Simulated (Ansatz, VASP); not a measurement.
**One calculation of ZnS, two programs**

```
CELL_PARAMETERS angstrom
4.14248 0.00000 0.00000
-2.07124 3.58749 0.00000
0.00000 0.00000 5.43245
ATOMIC_POSITIONS crystal
Zn 0.33333 0.66667 0.00520
Zn 0.66667 0.33333 0.50520
S 0.33333 0.66667 0.34014
S 0.66667 0.33333 0.84014
```

Alike in both runs: task single point; functional PBE; k mesh 9 × 9 × 4; occupations gaussian, width 0.05 eV; no spin polarisation.

|  | VASP | Ansatz |
| --- | --- | --- |
| version | VASP 6.6.1 | Ansatz 0.2.0 |
| potentials or method | VASP PAW PBE potentials, release 64 (Zn, S), cutoff 520 eV | scalar-relativistic, plane waves, PAW |
| valence electrons in the cell | 36 | 36 |

|  | VASP | Ansatz | Ansatz less VASP |
| --- | --- | --- | --- |
| gap on the k mesh at the Fermi level (eV) | 2.08 | 2.07 | -0.013 |
| least direct gap on the mesh (eV) | 2.10 | 2.08 | -0.013 |
| pressure (GPa) | 22.2 | 21.9 | -0.29 |
| traceless stress, the component that is largest in VASP (GPa) | 56.55 | 56.27 | -0.289 |
| rms of the force components (eV/Å) | 5.803 | 5.765 | -0.0374 |

Atom by atom the forces differ by 0.037 eV/Å (rms over components).
